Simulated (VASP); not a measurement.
# Ta4O (P4/mmm) in VASP: a series of runs, part 2 of 2

VASP 6.6.1. Earlier steps stand in the parts before.

### 3 Single point, PBE (strain +0.015 along x and y, -0.030 along z)

The input, INCAR:

```
PREC     = Accurate       # precision mode
ENCUT    = 520            # plane-wave cutoff, eV
EDIFF    = 1E-7           # SCF threshold, eV
ISMEAR   = 0              # smearing method
SIGMA    = 0.15           # smearing width, eV
LREAL    = False          # projectors in reciprocal space
LASPH    = True           # aspherical terms in the spheres
NELM     = 60             # most SCF steps
ALGO     = Normal         # electronic algorithm
ISIF     = 2              # what is computed and relaxed
LWAVE    = False          # write WAVECAR
LCHARG   = False          # write CHGCAR
GGA      = PE             # functional
NBANDS   = 33             # bands
```

The input, KPOINTS:

```
regular mesh
0
Gamma
  14 14 8
```

The input, POSCAR:

```
Ta4O
1.0
    3.3035276506      0.0000000000      0.0000000000
    0.0000000000      3.3035276506      0.0000000000
    0.0000000000      0.0000000000      7.1735250770
Ta O
4 1
Direct
    0.0000000000      0.0000000000      0.5000000000
    0.5000000000      0.5000000000      0.7829127273
    0.5000000000      0.5000000000      0.2170872727
    0.0000000000      0.0000000000      0.0000000000
    0.5000000000      0.5000000000      0.5000000000
```

Potentials or basis: VASP PAW PBE potentials, release 64 (Ta_pv, O).

On the command line:

```
cat potpaw_PBE.64/Ta_pv/POTCAR potpaw_PBE.64/O/POTCAR > POTCAR
mpirun -np 1 vasp_std > vasp.out
```

OUTCAR:

```text
PREC = Accurate
   ENCUT = 520
   EDIFF = 1E-7
   ISMEAR = 0
   LREAL = False
   LASPH = True
   NELM = 60
   ISIF = 2
   GGA = PE

 ion  position               nearest neighbor table
   1  0.000  0.000  0.500-   5 2.34   5 2.34   5 2.34   5 2.34   3 3.09   3 3.09   2 3.09   3 3.09
                             2 3.09   2 3.09   3 3.09   2 3.09   4 3.59   4 3.59
   2  0.500  0.500  0.783-   5 2.03   4 2.81   4 2.81   4 2.81   4 2.81   1 3.09   1 3.09   1 3.09
                             1 3.09   3 3.11
   3  0.500  0.500  0.217-   5 2.03   4 2.81   4 2.81   4 2.81   4 2.81   1 3.09   1 3.09   1 3.09
                             1 3.09   2 3.11
   4  0.000  0.000  0.000-   2 2.81   3 2.81   2 2.81   3 2.81   2 2.81   3 2.81   2 2.81   3 2.81
                             1 3.59   1 3.59
   5  0.500  0.500  0.500-   2 2.03   3 2.03   1 2.34   1 2.34   1 2.34   1 2.34

  LATTYP: Found a simple tetragonal cell.
 ALAT       =     3.3035276506
 C/A-ratio  =     2.1714742045

  Lattice vectors:

 A1 = (   3.3035276506,   0.0000000000,   0.0000000000)
 A2 = (   0.0000000000,   3.3035276506,   0.0000000000)
 A3 = (   0.0000000000,   0.0000000000,   7.1735250770)

Analysis of symmetry for initial positions (statically):
=====================================================================
 Subroutine PRICEL returns:
 Original cell was already a primitive cell.

 Routine SETGRP: Setting up the symmetry group for a
 simple tetragonal supercell.

 Subroutine GETGRP returns: Found 16 space group operations
 (whereof 16 operations were pure point group operations)
 out of a pool of 16 trial point group operations.

The static configuration has the point symmetry D_4h.

Analysis of symmetry for dynamics (positions and initial velocities):
=====================================================================
 Subroutine PRICEL returns:
 Original cell was already a primitive cell.

 Routine SETGRP: Setting up the symmetry group for a
 simple tetragonal supercell.

 Subroutine GETGRP returns: Found 16 space group operations
 (whereof 16 operations were pure point group operations)
 out of a pool of 16 trial point group operations.
[... 125 lines left out ...]
   IMIX   =      4    mixing-type and parameters
     AMIX     =   0.40;   BMIX     =  1.00
     AMIX_MAG =   1.60;   BMIX_MAG =  1.00
  volume/ion in A,a.u.               =      15.66       105.66
  Fermi-wavevector in a.u.,A,eV,Ry     =   1.409836  2.664204 27.043459  1.987638
  Thomas-Fermi vector in A             =   2.531851
   LORBIT       =      0    0 simple, 1 ext, 2 COOP (PROOUT), +10 PAW based schemes
   GGA     = PE    functional components
   LHFCALC =     F    Hartree Fock is set to
   AEXX    =    0.0000 exact exchange contribution
   IVDW    =     0    specifies the selected vdW correction
   LEPSILON=     F    determine dielectric tensor
   LRPA    =     F    only Hartree local field effects (RPA)
 non-spin polarized calculation
 Gauss-broadening in eV      SIGMA  =   0.15
  energy-cutoff  :      520.00
  volume of cell :       78.29
 maximum number of plane-waves:      2136
 NGX is ok and might be reduce to    28
   NGX = 13   NGY = 13   NGZ = 27

 number of electron      50.0000001 magnetization

 Free energy of the ion-electron system (eV)
  ---------------------------------------------------
  ext. energy  EPLUGINS =         0.00000000
  ---------------------------------------------------
  free energy    TOTEN  =       -55.01003441 eV

  energy without entropy =      -54.98095749  energy(sigma->0) =      -54.99549595

 E-fermi :   6.4270     XC(G=0): -12.6208

 val. band max:        6.4244727735   @ k =   0.3571   0.2857   0.0000
 cond. band min:       6.4294164374   @ k =   0.1429   0.0000   0.0000
 fundamental gap:      0.0049436639
 Fermi energy:         6.4269717400

 k-point     1 :       0.0000    0.0000    0.0000
  band No.  band energies     occupation
      1     -29.1474      2.00000
      2     -29.1474      2.00000
      3     -28.7314      2.00000
      4     -28.2639      2.00000
      5     -28.0472      2.00000
      6     -27.8687      2.00000
[... 853 lines left out ...]
     32       9.6607      0.00000
     33      10.1854      0.00000

 [... further k-points ...]
[... 5 lines left out ...]
  --------------------------------------------------------------------------------------
  -------------------------------------------------------------------------------------
  Total       -0.6311433     -0.6311433      4.9019914      0.0000000     -0.0000000      0.0000000
  in kB      -12.9166546    -12.9166546    100.3216375      0.0000000     -0.0000000      0.0000000
  external PRESSURE =      24.8294428 kB  Pullay stress =       0.0000000 kB

 VOLUME and BASIS-vectors are now :
 -----------------------------------------------------------------------------
  energy-cutoff  :      520.00
  volume of cell :       78.29
      direct lattice vectors                 reciprocal lattice vectors
     3.303527651  0.000000000  0.000000000     0.302706714  0.000000000  0.000000000
     0.000000000  3.303527651  0.000000000     0.000000000  0.302706714  0.000000000
     0.000000000  0.000000000  7.173525077     0.000000000  0.000000000  0.139401478

 POSITION                                       TOTAL-FORCE (eV/Angst)
 -----------------------------------------------------------------------------------
      0.00000      0.00000      3.58676         0.000000     -0.000000     -0.000000
      1.65176      1.65176      5.61624         0.000000      0.000000      0.590348
      1.65176      1.65176      1.55728         0.000000      0.000000     -0.590348
      0.00000      0.00000      0.00000         0.000000     -0.000000     -0.000000
      1.65176      1.65176      3.58676         0.000000     -0.000000     -0.000000
 -----------------------------------------------------------------------------------
    total drift:                                0.000000      0.000000      0.000000

  FREE ENERGIE OF THE ION-ELECTRON SYSTEM (eV)
  ---------------------------------------------------
  free  energy   TOTEN  =       -55.0100344101 eV

  energy  without entropy=      -54.9809574947  energy(sigma->0) =      -54.99549595
```

OSZICAR:

```text
N       E                     dE             d eps       ncg     rms          rms(c)
DAV:   1     0.491807957929E+03    0.49181E+03   -0.27632E+04 11880   0.158E+03
DAV:   2    -0.334972729324E+02   -0.52531E+03   -0.50927E+03 13226   0.466E+02
DAV:   3    -0.590172610687E+02   -0.25520E+02   -0.24901E+02 15202   0.948E+01
DAV:   4    -0.595218501092E+02   -0.50459E+00   -0.50016E+00 14590   0.127E+01
DAV:   5    -0.595345308286E+02   -0.12681E-01   -0.12659E-01 15477   0.160E+00    0.309E+01
DAV:   6    -0.565238124829E+02    0.30107E+01   -0.26559E+01 15730   0.346E+01    0.155E+01
DAV:   7    -0.560146226673E+02    0.50919E+00   -0.17126E+01 16065   0.174E+01    0.105E+01
DAV:   8    -0.550439160420E+02    0.97071E+00   -0.37107E+00 15366   0.116E+01    0.274E+00
DAV:   9    -0.550105717302E+02    0.33344E-01   -0.39102E-01 15009   0.396E+00    0.726E-01
DAV:  10    -0.550102037708E+02    0.36796E-03   -0.29987E-02 14312   0.111E+00    0.416E-01
DAV:  11    -0.550102088663E+02   -0.50955E-05   -0.55204E-03 16110   0.534E-01    0.997E-02
DAV:  12    -0.550100588323E+02    0.15003E-03   -0.15239E-03 15537   0.277E-01    0.595E-02
DAV:  13    -0.550100465233E+02    0.12309E-04   -0.15672E-04 16245   0.815E-02    0.281E-02
DAV:  14    -0.550100357463E+02    0.10777E-04   -0.71283E-05 16013   0.507E-02    0.612E-03
DAV:  15    -0.550100347311E+02    0.10152E-05   -0.37176E-06 14250   0.122E-02    0.205E-03
DAV:  16    -0.550100344339E+02    0.29712E-06   -0.37581E-07 13301   0.371E-03    0.127E-03
DAV:  17    -0.550100344101E+02    0.23813E-07   -0.67874E-08  8599   0.160E-03
   1 F= -.55010034E+02 E0= -.54995496E+02  d E =-.290769E-01
```

stdout:

```text
POSCAR found type information on POSCAR TaO
 POSCAR found :  2 types and       5 ions
 scaLAPACK will be used
 LDA part: xc-table for (Slater+PW92), standard interpolation
 POSCAR, INCAR and KPOINTS ok, starting setup
 FFT: planning ... GRIDC
 FFT: planning ... GRID_SOFT
 FFT: planning ... GRID
 WAVECAR not read
 entering main loop
```

Wall time 10 min (1 thread of Oxide Virtual Turin-like, shared host); peak memory 0.43 GiB.

What came out:

```yaml
Free_energy: -55.0100 eV
Pressure: 2.5 GPa
Largest_force: 0.590 eV/Å
Band_gap_on_the_k_mesh: zero (band 25 reaches 6.96 eV, above the bottom of band 26 at 5.95 eV)
```

Forces in eV/Å, atoms in the order of the input:
```
Ta   0.000  0.000  0.000
Ta   0.000  0.000  0.590
Ta   0.000  0.000 -0.590
Ta   0.000  0.000  0.000
O    0.000  0.000  0.000
```

Stress tensor (GPa, compression positive):
```
-1.29  0.00  0.00
 0.00 -1.29  0.00
 0.00  0.00 10.03
```

Caveat: the cell differs from its parent crystal (strain +0.015 along x and y, -0.030 along z); spin-orbit coupling is left out, which moves the levels of the heavy elements.

### 4 Single point, PBE (strain +0.000 along x and y, +0.015 along z)

The input, INCAR:

```
SYSTEM = Ta4O
ALGO = Normal ; EDIFF = 1E-6
ENCUT = 520 ; GGA = PE
ISIF = 2 ; ISMEAR = 0
LASPH = .True. ; LCHARG = .False.
LREAL = .False. ; LWAVE = .False.
NBANDS = 33 ; NELM = 100
PREC = Accurate ; SIGMA = 0.15
```

The input, KPOINTS:

```
k-points
0
Gamma
  14 14 8
  0 0 0
```

POSCAR: that of step 3 with these lines changed.

```diff
@@ -2,5 +2,5 @@
 1.0
-    3.3035276506      0.0000000000      0.0000000000
-    0.0000000000      3.3035276506      0.0000000000
-    0.0000000000      0.0000000000      7.1735250770
+    3.2547070449      0.0000000000      0.0000000000
+    0.0000000000      3.2547070449      0.0000000000
+    0.0000000000      0.0000000000      7.5063174775
 Ta O
```

On the command line:

```
cat potpaw_PBE.64/Ta_pv/POTCAR potpaw_PBE.64/O/POTCAR > POTCAR
mpirun -np 1 vasp_std > vasp.out
```

Wall time 11 min (1 thread of Oxide Virtual Turin-like, shared host); peak memory 0.42 GiB.

It converged, with:

```
Free energy            : -55.0756 eV
Pressure               : -3.2 GPa
Largest force          : 0.121 eV/Å
Band gap on the k mesh : zero (band 25 reaches 6.71 eV, above the bottom of band 26 at 5.72 eV)
```

Forces in eV/Å, atoms in the order of the input:
```
Ta   0.000  0.000  0.000
Ta   0.000  0.000 -0.121
Ta   0.000  0.000  0.121
Ta   0.000  0.000  0.000
O    0.000  0.000  0.000
```

Stress tensor (GPa, compression positive):
```
-2.11  0.00  0.00
 0.00 -2.11  0.00
 0.00  0.00 -5.32
```

Levels at points of the mesh, in eV from the Fermi level:
| k point | band 22 | band 23 | band 24 | band 25 | band 26 | band 27 | band 28 | band 29 |
| --- | --- | --- | --- | --- | --- | --- | --- | --- |
| (0.00, 0.00, 0.00) | -1.55 | -0.44 | -0.44 | -0.25 | 0.60 | 1.03 | 1.03 | 1.18 |
| (0.50, 0.00, 0.00) | -1.14 | -0.87 | -0.67 | 0.17 | 0.92 | 0.93 | 1.20 | 1.68 |
| (0.50, 0.50, 0.00) | -1.53 | -1.53 | -0.69 | -0.69 | 1.70 | 2.28 | 2.72 | 2.72 |
| (0.00, 0.00, 0.50) | -0.62 | -0.48 | -0.48 | 0.16 | 0.63 | 0.63 | 0.86 | 1.16 |
| (0.50, 0.00, 0.50) | -1.10 | -0.95 | -0.69 | -0.37 | 1.03 | 1.17 | 1.48 | 1.75 |
| (0.50, 0.50, 0.50) | -1.77 | -1.77 | 0.02 | 0.02 | 1.69 | 1.87 | 1.87 | 2.86 |

Caveat: the cell differs from its parent crystal (strain +0.000 along x and y, +0.015 along z); spin-orbit coupling is left out, which moves the levels of the heavy elements.

### 5 Overview

```tsv
cell	gap on the mesh (eV)	pressure (GPa)	largest force (eV/Å)
a = 3.206, b = 3.206, c = 7.617 Å, 5 atoms	none	-0.3	0.32
a = 3.304, b = 3.304, c = 7.174 Å, 5 atoms	none	2.5	0.59
a = 3.255, b = 3.255, c = 7.506 Å, 5 atoms	none	-3.2	0.12
```

Alike in all rows: task single point; level PBE; potentials or basis VASP PAW PBE potentials, release 64 (Ta_pv, O); no spin polarisation; k mesh 14 × 14 × 8; cutoff (eV) 520; smearing gaussian 0.15 eV.

Caveats: spin-orbit coupling is left out, which moves the levels of the heavy elements.

Total energies depend on the potentials used, so only differences within one code and one set of settings carry meaning.
